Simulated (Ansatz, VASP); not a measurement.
# TaN in VASP and in Ansatz

```xyz
6
Lattice="5.3343 0.0000 0.0000 -2.6671 4.6196 0.0000 0.0000 0.0000 2.8960" Properties=species:S:1:pos:R:3 pbc="T T T"
Ta    0.0000    3.0798    1.4480
Ta    2.6671    1.5399    1.4480
Ta    0.0000    0.0000    0.0000
N     2.0984    0.0000    0.0000
N     1.6180    2.8024    0.0000
N    -1.0492    1.8172    0.0000
```

Change from the starting cell: strain +0.030 along x and y, +0.000 along z, atoms carried along.

Alike in both runs: task single point; functional PBEsol; k mesh 12 × 12 × 16; occupations gaussian, width 0.15 eV; no spin polarisation.

|  | VASP | Ansatz |
| --- | --- | --- |
| version | VASP 6.6.1 | Ansatz 0.2.0 |
| potentials or method | VASP PAW PBE potentials, release 64 (Ta_pv, N), cutoff 520 eV | scalar-relativistic, plane waves, PAW |
| valence electrons in the cell | 48 | 54 |

|  | VASP | Ansatz | Ansatz less VASP |
| --- | --- | --- | --- |
| gap on the k mesh at the Fermi level (eV) | none | none | - |
| pressure (GPa) | -16.3 | -16.9 | -0.63 |
| traceless stress, the component that is largest in VASP (GPa) | 8.29 | 8.32 | +0.036 |
| rms of the force components (eV/Å) | 0.125 | 0.124 | -0.0010 |

VASP's potentials were made for PBE, not for PBEsol. Atom by atom the forces differ by 0.001 eV/Å (rms over components). A gap of «none» marks a metal or a gap that the smearing closes. With one functional, cell and mesh, what is left measures potentials, basis and numerics. VASP's potentials hold 48 valence electrons a cell and Ansatz's 54, so a difference there can come from the potentials and not from the codes.

Spin-orbit coupling is off throughout.
